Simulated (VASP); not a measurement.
**Pb: relaxation of cell and atoms with PBE**

Crystal: Pb.

```
Pb
1.0
     3.25662    0.00000    0.00000
     0.00000    3.25662    0.00000
     0.00000    0.00000    3.25662
Pb
1
Direct
  0.50000 0.50000 0.50000
```

The cell was built from a structure type or drawn by symmetry, and may not be a known phase.

```
Program                : VASP 6.6.1
Task                   : relaxation of cell and atoms
Functional             : PBE
Potentials or basis    : VASP PAW PBE potentials, release 64 (Pb_d)
Cutoff                 : 600 eV
k mesh                 : 18 × 18 × 18
Occupations            : gaussian, width 0.1 eV
Spin                   : no spin polarisation
Dipole correction      : no
Further INCAR settings : ALGO = Normal; EDIFF = 1e-07; IBRION = 2; EDIFFG = -0.01; NSW = 100; ISIF = 3
```

```
Relaxed volume                        : 34.40 Å³/atom
Relaxed cell                          : a = 3.252 Å, b = 3.252 Å, c = 3.252 Å, α = 90.00°, β = 90.00°, γ = 90.00°
Space group after relaxing (to 0.1 Å) : Pm-3m (No. 221)
Energy gained by relaxing             : 0.1 meV/atom
Ionic steps                           : 2
Pressure after relaxing               : 0.0 GPa
Band gap on the k mesh                : zero (bands 7 and 8 overlap by 6.60 eV)
```

Final structure:
```
Pb
1.0
     3.25213    0.00000    0.00000
     0.00000    3.25213    0.00000
     0.00000    0.00000    3.25213
Pb
1
Cartesian
  1.6261 1.6261 1.6261
```

Levels at points of the mesh, in eV from the Fermi level:
```tsv
k point	band 5	band 6	band 7	band 8	band 9	band 10
(0.00, 0.00, 0.00)	-16.65	-11.11	4.84	4.84	4.84	7.67
(0.50, 0.00, 0.00)	-16.64	-8.79	-3.86	7.06	7.06	10.55
(0.50, 0.50, 0.00)	-16.48	-6.55	-1.76	-1.76	3.50	9.47
(0.50, 0.50, 0.50)	-16.47	-4.25	0.24	0.24	0.24	6.35
```

Wall time 3.1 min on 1 thread of Intel Xeon 8259CL, with other jobs on the host, peak memory 0.24 GiB.

Caveat: spin-orbit coupling is left out, which moves the levels of the heavy elements.
